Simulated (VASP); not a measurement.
Set up this calculation in VASP 6.6.1, as the native input.

| Item | Value |
| --- | --- |
| Task | single point |
| Functional | PBE |
| Potentials or basis | VASP PAW PBE potentials, release 64 (Ti_sv) |
| Cutoff | 500 eV |
| k mesh | 14 × 14 × 14 |
| Occupations | tetrahedron |
| Spin | no spin polarisation |
| Dipole correction | no |
| Further INCAR settings | ALGO = Normal; EDIFF = 1e-06; NBANDS = 12 |

The structure of Ti lies in POSCAR:

```
Ti
1.0
    2.4499588584      0.0000000000      0.0000000000
    0.0000000000      2.4499588584      0.0000000000
    0.0000000000      0.0000000000      2.4499588584
Ti
1
Direct
    0.0000000000      0.0000000000      0.0000000000
```

This isn't the form of Ti at room conditions, which is hcp.

These files were run (other wordings do the same):

INCAR

```
SYSTEM = Ti
PREC = Accurate
ENCUT = 500
EDIFF = 1E-6
ISMEAR = -4
SIGMA = 0.1
LREAL = .False.
LASPH = .True.
NELM = 120
ALGO = Normal
ISIF = 2
LWAVE = .False.
LCHARG = .True.
GGA = PE
LELF = .True.
LVHAR = .True.
NBANDS = 12
GGA_COMPAT = .False.
```

KPOINTS

```
Automatic mesh
0
Gamma
  14 14 14
  0 0 0
```

Potentials or basis: VASP PAW PBE potentials, release 64 (Ti_sv).

The run is started by

```console
$ cat potpaw_PBE.64/Ti_sv/POTCAR > POTCAR
$ mpirun -np 1 vasp_std > vasp.out
```

Results of the run:

```json
{"Pressure": "26.4 GPa", "Band gap on the k mesh": "zero (bands 6 and 7 overlap by 2.76 eV)"}
```

Caveat: the cell stands under pressure.

Wall time 10 s on 1 thread of Intel(R) Xeon(R) Platinum 8488C (Sapphire Rapids) (shared host), peak memory 0.13 GiB.
